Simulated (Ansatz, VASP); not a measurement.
GaSb in VASP and in Ansatz

INCAR

```
SYSTEM = GaSb
PREC = Accurate
ENCUT = 520
EDIFF = 1E-6
ISMEAR = -1
SIGMA = 0.05
LREAL = .False.
LASPH = .True.
NELM = 80
ALGO = Normal
ISIF = 2
LWAVE = .False.
LCHARG = .False.
GGA = PE
NBANDS = 16
```

The input KPOINTS:

```
regular mesh
0
Gamma
  10 10 10
  0 0 0
```

Contents of POSCAR:

```
GaSb
1.0
   -1.5559010000      2.6750030000      2.8933130000
    1.5559010000     -2.6750030000      2.8933130000
    1.5559010000      2.6750030000     -2.8933130000
Sb Ga
1 1
Direct
    0.5000000000      0.5000000000      0.0000000000
    0.0000000000      0.0000000000      0.0000000000
```

input.yaml

```yaml
crystal:
  lattice:
    - [-1.555901, 2.675003, 2.893313]
    - [1.555901, -2.675003, 2.893313]
    - [1.555901, 2.675003, -2.893313]
  atoms:
    - { symbol: Sb, position: [0.5, 0.5, 0.0] }
    - { symbol: Ga, position: [0.0, 0.0, 0.0] }
kpoints:
  mp_grid: { grid: [10, 10, 10] }
scf:
  occupations: { method: fermi_dirac, width: 0.05 }
hamiltonian:
  xc: pbe
  pseudopotentials: { kind: all_electron, lapw: { basis_error: 0.0005 } }
output:
  forces: true
  stress: true
  eigenvalues: true
```

Alike in both runs: task single point; functional PBE; k mesh 10 × 10 × 10; occupations fermi-dirac, width 0.05 eV; no spin polarisation.

```csv
,VASP,Ansatz
version,VASP 6.6.1,Ansatz 0.2.0
potentials or method,"VASP PAW PBE potentials, release 64 (Sb, Ga_d), cutoff 520 eV","all-electron LAPW, scalar-relativistic"
```

```csv
,VASP,Ansatz,Ansatz less VASP
gap on the k mesh at the Fermi level (eV),none,none,-
pressure (GPa),-0.1,-0.1,+0.01
"traceless stress, the component that is largest in VASP (GPa)",1.00,1.03,+0.025
```

A gap of «none» marks a metal or a gap that the smearing closes. Ansatz ran all-electron here, and VASP with PAW potentials.

Neither program's run includes spin-orbit coupling.
